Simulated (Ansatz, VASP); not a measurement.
One calculation of SiC3, two programs

The input INCAR:

```
SYSTEM = SiC3
ALGO = Normal
EDIFF = 1E-6
ENCUT = 520
GGA = PE
ISIF = 2
ISMEAR = 0
LASPH = .TRUE.
LCHARG = .TRUE.
LELF = .TRUE.
LREAL = .FALSE.
LVHAR = .TRUE.
LWAVE = .FALSE.
NBANDS = 26
NELM = 80
PREC = Accurate
SIGMA = 0.1
```

File KPOINTS:

```
k-points
0
G
  6 4 2
  0 0 0
```

File POSCAR:

```
SiC3
1.0
    2.7381337833      0.0000000000      0.0000000000
   -0.0000705128      4.3646748178      0.0000000000
   -0.1917590937     -0.0580979788      9.6888044677
Si C
2 6
Direct
    0.9941398367      0.3551111519      0.5285071342
    0.4902327339      0.8543549304      0.4723431470
    0.5078021841      0.1618866390      0.9996561459
    0.0078092549      0.6618675476      0.9994976629
    0.4985568987      0.1572843911      0.5915440242
    0.9858211132      0.6548586080      0.4092942449
    0.0078263052      0.3273107798      0.9996512404
    0.5078116734      0.8273259524      0.9995064005
```

Input for Ansatz:

```yaml
crystal:
  lattice:
    - [2.7381337833, 0.0, 0.0]
    - [-7.05128e-05, 4.3646748178, 0.0]
    - [-0.1917590937, -0.0580979788, 9.6888044677]
  atoms:
    - { symbol: Si, position: [0.9941398367, 0.3551111519, 0.5285071342] }
    - { symbol: Si, position: [0.4902327339, 0.8543549304, 0.472343147] }
    - { symbol: C, position: [0.5078021841, 0.161886639, 0.9996561459] }
    - { symbol: C, position: [0.0078092549, 0.6618675476, 0.9994976629] }
    - { symbol: C, position: [0.4985568987, 0.1572843911, 0.5915440242] }
    - { symbol: C, position: [0.9858211132, 0.654858608, 0.4092942449] }
    - { symbol: C, position: [0.0078263052, 0.3273107798, 0.9996512404] }
    - { symbol: C, position: [0.5078116734, 0.8273259524, 0.9995064005] }
basis:
  ecutwfc: 420
kpoints:
  mp_grid: { grid: [6, 4, 2] }
hamiltonian:
  xc: pbe
scf:
  occupations: { method: gaussian, width: 0.1 }
  lower_state_search: "off"
output:
  forces: true
  stress: true
  eigenvalues: true
```

Change from the starting cell: the structure that the rattled cell fell into.

Alike in both runs: task single point; functional PBE; k mesh 6 × 4 × 2; occupations gaussian, width 0.1 eV; no spin polarisation.

|  | VASP | Ansatz |
| --- | --- | --- |
| version | VASP 6.6.1 | Ansatz 0.2.0 |
| potentials or method | VASP PAW PBE potentials, release 64 (Si, C), cutoff 520 eV | scalar-relativistic, plane waves, PAW |
| valence electrons in the cell | 32 | 32 |

Ansatz gave:

| Item | Value |
| --- | --- |
| gap on the k mesh at the Fermi level (eV) | 0.90 |
| least direct gap on the mesh (eV) | 0.90 |
| pressure (GPa) | 0.0 |
| traceless stress, the component that is largest in VASP (GPa) | 1.08 |
| rms of the force components (eV/Å) | 0.154 |

Problem. Estimate VASP's values.

Solution. gap on the k mesh at the Fermi level (eV): 0.90; least direct gap on the mesh (eV): 0.91; pressure (GPa): 0.1; traceless stress, the component that is largest in VASP (GPa): 1.17; rms of the force components (eV/Å): 0.146.

Atom by atom the forces differ by 0.009 eV/Å (rms over components).
